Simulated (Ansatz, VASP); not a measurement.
**Two plane-wave programs on BaS**

File POSCAR:

```
BaS
1.0
    0.0000000000      3.2128429000      3.2128429000
    3.2128429000      0.0000000000      3.2128429000
    3.2128429000      3.2128429000      0.0000000000
Ba S
1 1
Direct
    0.0000000000      0.0000000000      0.0000000000
    0.5000000000      0.5000000000      0.5000000000
```

The input INCAR.step1:

```
SYSTEM = BaS
PREC = Accurate ; ENCUT = 520
ISMEAR = -1 ; SIGMA = 0.02
LREAL = .False. ; LASPH = .True.
NELM = 80 ; NBANDS = 15
GGA = PE ; ALGO = Normal
EDIFF = 1E-4 ; LWAVE = .True.
LCHARG = .False.
```

INCAR.step2

```
SYSTEM = BaS
PREC = Accurate ; ENCUT = 520
EDIFF = 1E-6 ; ISMEAR = -1
SIGMA = 0.02 ; LREAL = .False.
LASPH = .True. ; NELM = 80
ALGO = Normal ; ISIF = 2
LWAVE = .False. ; LCHARG = .False.
METAGGA = R2SCAN ; LMIXTAU = .True.
NBANDS = 15 ; ISTART = 1
```

The input KPOINTS:

```
regular mesh
0
Gamma
  8 8 8
  0 0 0
```

Input for Ansatz:

```yaml
crystal:
  lattice:
    - [0.0, 3.2128429, 3.2128429]
    - [3.2128429, 0.0, 3.2128429]
    - [3.2128429, 3.2128429, 0.0]
  atoms:
    - { symbol: Ba, position: [0.0, 0.0, 0.0] }
    - { symbol: S, position: [0.5, 0.5, 0.5] }
  symmetry: { tolerance: 0.0003 }
hamiltonian:
  xc: r2scan
  pseudopotentials: { kind: paw, azcp: { folder: soft_1 } }
basis:
  ecutwfc: 500
magnetization:
  spin_polarized: false
scf:
  occupations: { method: fermi_dirac, width: 0.02 }
kpoints:
  mp_grid: { grid: [8, 8, 8], shift: [0, 0, 0] }
  band_path:
    path:
      - [0.0, 0.0, 0.0]
      - [0.5, 0.0, 0.5]
      - [0.625, 0.25, 0.625]
      - [0.375, 0.375, 0.75]
      - [0.0, 0.0, 0.0]
      - [0.5, 0.5, 0.5]
      - [0.5, 0.25, 0.75]
      - [0.5, 0.0, 0.5]
    npoints: 15
output:
  forces: true
  stress: true
  eigenvalues: true
  bader: true
  populations: true
  elf: true
  write_potential: true
  write_density: true
  volumetric_format: npy
  dos:
    e_range: [-12, 8]
    de: 0.05
    projected: { site_lists: { Ba: [Ba], S: [S] } }
```

Alike in both runs: task single point; functional r2SCAN; k mesh 8 × 8 × 8; occupations fermi-dirac, width 0.02 eV; no spin polarisation.

|  | VASP | Ansatz |
| --- | --- | --- |
| version | VASP 6.6.1 | Ansatz 0.2.0 |
| potentials or method | VASP PAW PBE potentials, release 64 (Ba_sv, S), cutoff 520 eV | PAW plane waves |
| valence electrons in the cell | 16 | 16 |

VASP gave:

* gap on the k mesh at the Fermi level (eV): 2.49
* pressure (GPa): 0.5

**Question.** Estimate Ansatz's values.

**Answer.** gap on the k mesh at the Fermi level (eV): 2.58; pressure (GPa): 0.0.

VASP's potentials were made for PBE, not for r2SCAN.

Spin-orbit coupling is off throughout.
